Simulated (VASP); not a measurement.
Wanted: the native input for a VASP 6.6.1 run.

- Task: single point
- Functional: PBEsol
- Potentials or basis: VASP PAW PBE potentials, release 64 (Pt, Ti_sv)
- Cutoff: 520 eV
- k mesh: 7 × 7 × 7
- Occupations: fermi-dirac, width 0.05 eV
- Spin: no spin polarisation
- Dipole correction: no
- Further INCAR settings: ALGO = Normal; EDIFF = 1e-06; NBANDS = 29

The structure of TiPt3 lies in POSCAR:

```
TiPt3
1.0
    3.8174470657      0.0000000000      0.0000000000
    0.0000000000      3.8174470657      0.0000000000
    0.0000000000      0.0000000000      3.8174470657
Pt Ti
3 1
Direct
    0.5000000000      0.5000000000      0.0000000000
    0.5000000000      0.0000000000      0.5000000000
    0.0000000000      0.5000000000      0.5000000000
    0.0000000000      0.0000000000      0.0000000000
```

This cell differs from its parent crystal: volume scaled by 0.94.

One way to write it, as run:

INCAR

```
SYSTEM = TiPt3
PREC     = Accurate       ! precision mode
ENCUT    = 520            ! plane-wave cutoff, eV
EDIFF    = 1E-6           ! SCF threshold, eV
ISMEAR   = -1             ! smearing method
SIGMA    = 0.05           ! smearing width, eV
LREAL    = .FALSE.        ! projectors in reciprocal space
LASPH    = .TRUE.         ! aspherical terms in the spheres
NELM     = 100            ! most SCF steps
ALGO     = Normal         ! electronic algorithm
ISIF     = 2              ! what is computed and relaxed
LWAVE    = .FALSE.        ! write WAVECAR
LCHARG   = .TRUE.         ! write CHGCAR
GGA      = PS             ! functional
LELF     = .TRUE.         ! ELF
LVHAR    = .TRUE.       
NBANDS   = 29             ! bands
```

KPOINTS

```
regular mesh
0
G
  7 7 7
  0 0 0
```

Potentials or basis: VASP PAW PBE potentials, release 64 (Pt, Ti_sv).

Launch:

```console
$ cat potpaw_PBE.64/Pt/POTCAR potpaw_PBE.64/Ti_sv/POTCAR > POTCAR
$ mpirun -np 1 vasp_std > vasp.out
```

It gave:

```
Pressure               : 19.6 GPa
Band gap on the k mesh : zero (band 21 reaches 14.39 eV, above the bottom of band 22 at 12.72 eV)
```

Caveat: the PAW data sets were made with another functional, which shifts forces and pressure a little; spin-orbit coupling is left out, which moves the levels of the heavy elements.

Wall time 28 s on 1 thread of Intel(R) Xeon(R) Platinum 8259CL CPU @ 2.50GHz (Skylake/Cascade Lake), with other jobs on the host, peak memory 0.17 GiB.
